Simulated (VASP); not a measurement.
Set up this calculation in VASP 6.6.1, as the native input.

```
Task                   : single point
Functional             : PBEsol
Potentials or basis    : VASP PAW PBE potentials, release 64 (In_d, P)
Cutoff                 : 520 eV
k mesh                 : 6 × 6 × 6
Occupations            : gaussian, width 0.01 eV
Spin                   : no spin polarisation
Dipole correction      : no
Further INCAR settings : ALGO = Normal; EDIFF = 1e-06; NBANDS = 16
```

The structure of InP lies in POSCAR:

```
InP
1.0
    0.0000000000      2.9816980984      2.9816980984
    2.9816980984      0.0000000000      2.9816980984
    2.9816980984      2.9816980984      0.0000000000
In P
1 1
Direct
    0.0000000000      0.0000000000      0.0000000000
    0.2500000000      0.2500000000      0.2500000000
```

One way to write it, as run:

INCAR

```
PREC = Accurate ; ENCUT = 520
EDIFF = 1E-6 ; ISMEAR = 0
SIGMA = 0.01 ; LREAL = F
LASPH = T ; NELM = 100
ALGO = Normal ; ISIF = 2
LWAVE = F ; LCHARG = F
GGA = PS ; NBANDS = 16
```

KPOINTS

```
regular mesh
0
Gamma
  6 6 6
```

Potentials or basis: VASP PAW PBE potentials, release 64 (In_d, P).

Launch:

```bash
$ cat potpaw_PBE.64/In_d/POTCAR potpaw_PBE.64/P/POTCAR > POTCAR
$ mpirun -np 1 vasp_std > vasp.out
```

It gave:

```json
{
 "Pressure": "-2.6 GPa",
 "Band gap on the k mesh": "0.33 eV, direct"
}
```

Caveat: the PAW data sets were made with another functional, which shifts forces and pressure a little; spin-orbit coupling is left out, which moves the levels of the heavy elements.

Run time: 28 s on 1 thread of AMD EPYC 7R43 64-Core Processor (Zen 3), on a shared host, peak memory 0.15 GiB.
